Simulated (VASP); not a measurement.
# Ti (C2/m) in VASP: a series of runs, part 2 of 3

VASP 6.6.1.

### 3 Single point, PBEsol (atom 1 (Ti) moved by (-0.225, -0.450) A along y and z)

Input file INCAR:

```
PREC = Accurate ; ENCUT = 520
EDIFF = 1E-6 ; ISMEAR = 0
SIGMA = 0.15 ; LREAL = False
LASPH = True ; NELM = 80
ALGO = Fast ; ISIF = 2
LWAVE = False ; LCHARG = False
GGA = PS ; NBANDS = 19
```

Input file KPOINTS:

```
regular mesh
0
Gamma
  18 18 10
```

Input file POSCAR:

```
Ti
1.0
    2.9499978604      0.0000000000      0.0000000000
   -1.4749989302      2.5547730882      0.0000000000
    0.0000000000      0.0000000000      4.6860000000
Ti
2
Direct
    0.2892981114      0.5785962227      0.1539692702
    0.6666666667      0.3333333333      0.7500000000
```

Potentials or basis: VASP PAW PBE potentials, release 64 (Ti_sv).

On the command line:

```
> cat potpaw_PBE.64/Ti_sv/POTCAR > POTCAR
> mpirun -np 1 vasp_std > vasp.out
```

OUTCAR:

```text
PREC = Accurate
   ENCUT = 520
   EDIFF = 1E-6
   ISMEAR = 0
   LREAL = False
   LASPH = True
   NELM = 80
   ISIF = 2
   GGA = PS

 ion  position               nearest neighbor table
   1  0.289  0.579  0.154-   2 2.48   2 2.48   2 2.70
   2  0.667  0.333  0.750-   1 2.48   1 2.48   1 2.70

  LATTYP: Found a hexagonal cell.
 ALAT       =     2.9499978604
 C/A-ratio  =     1.5884757284

  Lattice vectors:

 A1 = (   2.9499978604,   0.0000000000,   0.0000000000)
 A2 = (  -1.4749989302,   2.5547730882,   0.0000000000)
 A3 = (   0.0000000000,   0.0000000000,   4.6860000000)

Analysis of symmetry for initial positions (statically):
=====================================================================
 Subroutine PRICEL returns:
 Original cell was already a primitive cell.

 Routine SETGRP: Setting up the symmetry group for a
 hexagonal supercell.

 Subroutine GETGRP returns: Found  4 space group operations
 (whereof  2 operations were pure point group operations)
 out of a pool of 24 trial point group operations.

The static configuration has the point symmetry C_1h.
 The point group associated with its full space group is C_2h.

Analysis of symmetry for dynamics (positions and initial velocities):
=====================================================================
 Subroutine PRICEL returns:
 Original cell was already a primitive cell.

 Routine SETGRP: Setting up the symmetry group for a
 hexagonal supercell.

 Subroutine GETGRP returns: Found  4 space group operations
 (whereof  2 operations were pure point group operations)
 out of a pool of 24 trial point group operations.

The dynamic configuration has the point symmetry C_1h.
 The point group associated with its full space group is C_2h.

 Subroutine INISYM returns: Found  4 space group operations
 (whereof  2 operations are pure point group operations),
 and found     1 'primitive' translations

----------------------------------------------------------------------------------------

                                     Primitive cell

  volume of cell :      35.3164

  direct lattice vectors                    reciprocal lattice vectors
     2.949997860  0.000000000  0.000000000     0.338983297  0.195712098  0.000000000
    -1.474998930  2.554773088  0.000000000     0.000000000  0.391424195  0.000000000
     0.000000000  0.000000000  4.686000000     0.000000000  0.000000000  0.213401622

  length of vectors
     2.949997860  2.949997860  4.686000000     0.391424195  0.391424195  0.213401622

  position of ions in fractional coordinates (direct lattice)
     0.289298111  0.578596223  0.153969270
     0.666666667  0.333333333  0.750000000

  ion indices of the primitive-cell ions
   primitive index   ion index
                 1           1
                 2           2

----------------------------------------------------------------------------------------

 KPOINTS: regular mesh

Automatic generation of k-mesh.
 Grid dimensions read from file:
 generate k-points for:   18   18   10

 Generating k-lattice:

  Cartesian coordinates                     Fractional coordinates (reciprocal lattice)
     0.018832405  0.010872894  0.000000000     0.055555556  0.000000000  0.000000000
     0.000000000  0.021745789  0.000000000     0.000000000  0.055555556  0.000000000
     0.000000000  0.000000000  0.021340162     0.000000000  0.000000000  0.100000000

  Length of vectors
     0.021745789  0.021745789  0.021340162

  Shift w.r.t. Gamma in fractional coordinates (k-lattice)
     0.000000000  0.000000000  0.000000000

 Subroutine IBZKPT returns following result:
 ===========================================

 Found    866 irreducible k-points:

 Following reciprocal coordinates:
            Coordinates               Weight
  0.000000  0.000000  0.000000      1.000000
  0.055556  0.000000  0.000000      4.000000
  0.000000  0.055556  0.000000      2.000000
  0.111111  0.000000  0.000000      4.000000
  0.000000  0.111111  0.000000      2.000000
  0.166667  0.000000  0.000000      4.000000
[... 16 lines left out ...]
 -0.055556  0.166667  0.000000      4.000000
 -0.166667  0.111111  0.000000      4.000000
 [... further k-points ...]
   k-points           NKPTS =    866   k-points in BZ     NKDIM =    866   number of bands    NBANDS=     19
   number of dos      NEDOS =    301   number of ions     NIONS =      2
   total plane-waves  NPLWV =  20736
   dimension x,y,z NGX =    24 NGY =   24 NGZ =   36
   dimension x,y,z NGXF=    48 NGYF=   48 NGZF=   72
   ions per type =               2
   NGX,Y,Z   is equivalent  to a cutoff of  13.53, 13.53, 12.77 a.u.
   NGXF,Y,Z  is equivalent  to a cutoff of  27.05, 27.05, 25.54 a.u.
 SYSTEM =  unknown system
   PREC   = accura    normal or accurate (medium, high low for compatibility)
   ISTART =      0    job   : 0-new  1-cont  2-samecut
   ICHARG =      2    charge: 1-file 2-atom 10-const
   ISPIN  =      1    spin polarized calculation?
   LNONCOLLINEAR =      F non collinear calculations
   LSORBIT =      F    spin-orbit coupling
   LASPH  =      T    aspherical Exc in radial PAW
   ENCUT  =  520.0 eV  38.22 Ry    6.18 a.u.   5.49  5.49  8.71*2*pi/ulx,y,z
   NELM   =     80;   NELMIN=  2; NELMDL= -5     # of ELM steps
   EDIFF  = 0.1E-05   stopping-criterion for ELM
   LREAL  =      F    real-space projection
   EDIFFG = 0.1E-04   stopping-criterion for IOM
   NSW    =      0    number of steps for IOM
   IBRION =     -1    ionic relax: 0-MD 1-quasi-New 2-CG
   NFREE  =      0    steps in history (QN), initial steepest desc. (CG)
   ISIF   =      2    stress and relaxation
   ISYM   =      2    0-nonsym 1-usesym 2-fastsym
   POTIM  = 0.5000    time-step for ionic-motion
   TEBEG  =    0.0;   TEEND  =   0.0 temperature during run
   PSTRESS=    0.0 pullay stress
   NELECT =      24.0000    total number of electrons
   NUPDOWN=      -1.0000    fix difference up-down
   EMIN   =  10.00;   EMAX   =-10.00  energy-range for DOS
   EFERMI =   0.00;   METHOD = LEGACY
   ISMEAR =     0;   SIGMA  =   0.15  broadening in eV -4-tet -1-fermi 0-gaus
   EFERMI_NEDOS =   21; number of points for ismear=-14 and -15
   IALGO  =     68    algorithm
   IMIX   =      4    mixing-type and parameters
     AMIX     =   0.40;   BMIX     =  1.00
     AMIX_MAG =   1.60;   BMIX_MAG =  1.00
  volume/ion in A,a.u.               =      17.66       119.16
  Fermi-wavevector in a.u.,A,eV,Ry     =   1.439306  2.719894 28.185854  2.071602
  Thomas-Fermi vector in A             =   2.558176
   LORBIT       =      0    0 simple, 1 ext, 2 COOP (PROOUT), +10 PAW based schemes
   GGA     = PS    functional components
   LHFCALC =     F    Hartree Fock is set to
   AEXX    =    0.0000 exact exchange contribution
   IVDW    =     0    specifies the selected vdW correction
   LEPSILON=     F    determine dielectric tensor
   LRPA    =     F    only Hartree local field effects (RPA)
 non-spin polarized calculation
 RMM-DIIS sequential band-by-band and
 Gauss-broadening in eV      SIGMA  =   0.15
  energy-cutoff  :      520.00
  volume of cell :       35.32
 maximum number of plane-waves:       980
 NGX is ok and might be reduce to    24
   NGX = 11   NGY = 11   NGZ = 17

 number of electron      24.0000001 magnetization

 Free energy of the ion-electron system (eV)
  ---------------------------------------------------
  ext. energy  EPLUGINS =         0.00000000
  ---------------------------------------------------
  free energy    TOTEN  =       -16.15458044 eV

  energy without entropy =      -16.12751260  energy(sigma->0) =      -16.14104652

 E-fermi :   7.9380     XC(G=0): -11.4600

 val. band max:        7.9371729100   @ k =   0.1667   0.5000   0.4000
 cond. band min:       7.9384155257   @ k =   0.3889  -0.2778   0.2000
 fundamental gap:      0.0012426158
 Fermi energy:         7.9379523054

 k-point     1 :       0.0000    0.0000    0.0000
  band No.  band energies     occupation
      1     -48.6497      2.00000
      2     -48.3507      2.00000
      3     -25.4255      2.00000
      4     -24.7645      2.00000
      5     -24.6201      2.00000
      6     -24.5463      2.00000
[... 11 lines left out ...]
     18      10.6682      0.00000
     19      11.0837      0.00000
[... 485 lines left out ...]
 k-point    24 :      -0.1667    0.1111    0.0000
  band No.  band energies     occupation
      1     -48.6191      2.00000
      2     -48.3535      2.00000
      3     -25.3898      2.00000
      4     -24.8994      2.00000
      5     -24.6660      2.00000
      6     -24.5591      2.00000
[... 11 lines left out ...]
     18      10.4099      0.00000
     19      11.2896      0.00000

 [... further k-points ...]

------------------------ aborting loop because EDIFF is reached ----------------------------------------

  FORCE on cell =-STRESS in cart. coord.  units (eV):
  Direction    XX          YY          ZZ          XY          YZ          ZX
  --------------------------------------------------------------------------------------
  -------------------------------------------------------------------------------------
  Total        0.6774192     -0.9799092      1.5881069      0.0000000      0.2338196      0.0000000
  in kB       30.7320679    -44.4549488     72.0466834      0.0000000     10.6075524      0.0000000
  external PRESSURE =      19.4412675 kB  Pullay stress =       0.0000000 kB

 VOLUME and BASIS-vectors are now :
 -----------------------------------------------------------------------------
  energy-cutoff  :      520.00
  volume of cell :       35.32
      direct lattice vectors                 reciprocal lattice vectors
     2.949997860  0.000000000  0.000000000     0.338983297  0.195712098  0.000000000
    -1.474998930  2.554773088  0.000000000     0.000000000  0.391424195  0.000000000
     0.000000000  0.000000000  4.686000000     0.000000000  0.000000000  0.213401622

 POSITION                                       TOTAL-FORCE (eV/Angst)
 -----------------------------------------------------------------------------------
      0.00000      1.47818      0.72150        -0.000000      0.191925      2.662056
      1.47500      0.85159      3.51450         0.000000     -0.191925     -2.662056
 -----------------------------------------------------------------------------------
    total drift:                               -0.000000      0.000024      0.000020

  FREE ENERGIE OF THE ION-ELECTRON SYSTEM (eV)
  ---------------------------------------------------
  free  energy   TOTEN  =       -16.1545804377 eV

  energy  without entropy=      -16.1275126021  energy(sigma->0) =      -16.14104652
```

It took 16 min on 1 thread of Intel Xeon 6975P-C (Granite Rapids), shared host; peak memory 0.54 GiB.

Results:

* Free energy: -16.1546 eV
* Pressure: 1.9 GPa
* Largest force: 2.669 eV/Å
* Band gap on the k mesh: zero (bands 12 and 13 overlap by 0.77 eV)

Forces on the atoms (eV/Å):
```
Ti   0.000  0.192  2.662
Ti   0.000 -0.192 -2.662
```

Caveat: the cell differs from its parent crystal (atom 1 (Ti) moved by (-0.225, -0.450) A along y and z); the stress differs along the axes, from -4 to 7 GPa; the PAW data sets were made with another functional, which shifts forces and pressure a little.

(Continued in part 3 of 3.)
